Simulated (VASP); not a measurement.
# K2S: single point with LDA

Crystal: K2S.

```
CELL_PARAMETERS angstrom
0.00000 3.69550 3.69550
3.69550 0.00000 3.69550
3.69550 3.69550 0.00000
ATOMIC_POSITIONS crystal
K 0.25000 0.25000 0.25000
K 0.75000 0.75000 0.75000
S 0.00000 0.00000 0.00000
```

```
Program             : VASP 6.6.1
Task                : single point
Functional          : LDA
Potentials or basis : VASP PAW LDA potentials, release 64 (K_sv, S)
Cutoff              : 500 eV
k mesh              : 4 × 4 × 4
Occupations         : gaussian, width 0.1 eV
Spin                : no spin polarisation
```

The pressure is -1.6 GPa and the band gap on the k mesh is 2.12 eV (least direct gap 2.34 eV).

Levels at points of the mesh, in eV from the valence-band top:
| k point | band 10 | band 11 | band 12 | band 13 | band 14 | band 15 |
| --- | --- | --- | --- | --- | --- | --- |
| (0.00, 0.00, 0.00) | -0.21 | -0.21 | -0.21 | 2.12 | 5.27 | 5.27 |
| (0.50, 0.00, 0.00) | -0.67 | -0.07 | -0.07 | 4.52 | 4.78 | 5.63 |
| (0.50, 0.50, 0.00) | -0.80 | 0.00 | 0.00 | 3.29 | 5.06 | 6.40 |

It took 37 s on 1 thread of AMD EPYC 7571, on a shared host, peak memory 0.15 GiB.

A k mesh can miss the band edges.
